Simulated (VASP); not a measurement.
Wanted: the native input for a VASP 6.6.1 run.

```
Task                   : single point
Functional             : PBE
Potentials or basis    : VASP PAW PBE potentials, release 64 (Al, K_sv)
Cutoff                 : 520 eV
k mesh                 : 3 × 3 × 1
Occupations            : gaussian, width 0.1 eV
Spin                   : no spin polarisation
Dipole correction      : no
Further INCAR settings : ALGO = Normal; EDIFF = 1e-07; NBANDS = 34
```

The structure of KAl12 lies in POSCAR:

```
KAl12
1.0
    5.7275650000      0.0000000000      0.0000000000
    2.8637820000      4.9602170000      0.0000000000
    0.0000000000      0.0000000000     15.6765370000
Al K
12 1
Direct
    0.1666666208      0.1666667003      0.0637895984
    0.6666667081      0.1666667003      0.0637895984
    0.1666666712      0.6666665995      0.0637895984
    0.6666667585      0.6666665995      0.0637895984
   -0.1671008708      0.3325812157      0.2155689742
    0.3341725175      0.3317864924      0.2141617757
   -0.1681388102      0.8341427401      0.2142637114
    0.3339359873      0.8339614981      0.2152097750
   -0.0011782387      0.0028942282      0.3643996758
    0.4996738776     -0.0005072359      0.3715837241
   -0.0027868100      0.4971861110      0.3621882180
    0.5034485927      0.4984836349      0.3640193622
    1.1553276733     -0.3524333714      0.5502734437
```

One way to write it, as run:

INCAR

```
SYSTEM = KAl12
ALGO = Normal
EDIFF = 1E-7
ENCUT = 520
GGA = PE
ISIF = 2
ISMEAR = 0
LASPH = .True.
LCHARG = .True.
LELF = .True.
LREAL = .False.
LVHAR = .True.
LWAVE = .False.
NBANDS = 34
NELM = 60
PREC = Accurate
SIGMA = 0.1
```

KPOINTS

```
k-points
0
Gamma
  3 3 1
  0 0 0
```

Potentials or basis: VASP PAW PBE potentials, release 64 (Al, K_sv).

Run with:

```console
$ cat potpaw_PBE.64/Al/POTCAR potpaw_PBE.64/K_sv/POTCAR > POTCAR
$ mpirun -np 1 vasp_std > vasp.out
```

Results of the run:

| Item | Value |
| --- | --- |
| Largest force | 0.096 eV/Å |

Caveat: the k points lie up to 0.42 Å⁻¹ apart.

Wall time 98 s on 1 thread of Intel(R) Xeon(R) 6975P-C (Granite Rapids) (shared host), peak memory 0.61 GiB.
